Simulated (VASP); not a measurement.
Pt2Br3, 5 atoms in the cell. It takes space group P6/mmm (No. 191, hexagonal). The conventional cell has a = 6.008 Å, b = 6.008 Å, c = 4.875 Å, α = 90.00°, β = 90.00°, γ = 120.00°. Pt (site symmetry 6mm) has 2 Pt at 2.43 to 2.45 Å and 6 Br at 3.24 Å within 3.3 Å. Within 4.0 Å of Br (site symmetry mmm) lie 4 Br at 3.00 Å and 4 Pt at 3.24 Å. The cell was generated, and may not be a known phase.

| Item | Value |
| --- | --- |
| Program | VASP 6.6.1 |
| Task | relaxation of cell and atoms |
| Functional | PBE |
| Potentials or basis | VASP PAW PBE potentials, release 64 (Pt, Br) |
| Cutoff | 600 eV |
| k mesh | 6 × 6 × 8 |
| Occupations | gaussian, width 0.1 eV |
| Spin | no spin polarisation |
| Dipole correction | no |
| Further INCAR settings | ALGO = Fast; EDIFF = 1e-06; IBRION = 2; EDIFFG = -0.01; NSW = 100; ISIF = 3 |

Potentials or basis: VASP PAW PBE potentials, release 64 (Pt, Br).

Command:

```bash
$ cat potpaw_PBE.64/Pt/POTCAR potpaw_PBE.64/Br/POTCAR > POTCAR
$ mpirun -np 1 vasp_std > vasp.out
```

Hardware: 1 thread of Oxide Virtual Turin-like Processor, on a shared host.

Q: Estimate the wall time of this run.

A: Run time: 11 min on 1 thread of Oxide Virtual Turin-like Processor (shared host), peak memory 0.36 GiB. Counts: scf iterations 42, k points 35, ion steps 5.
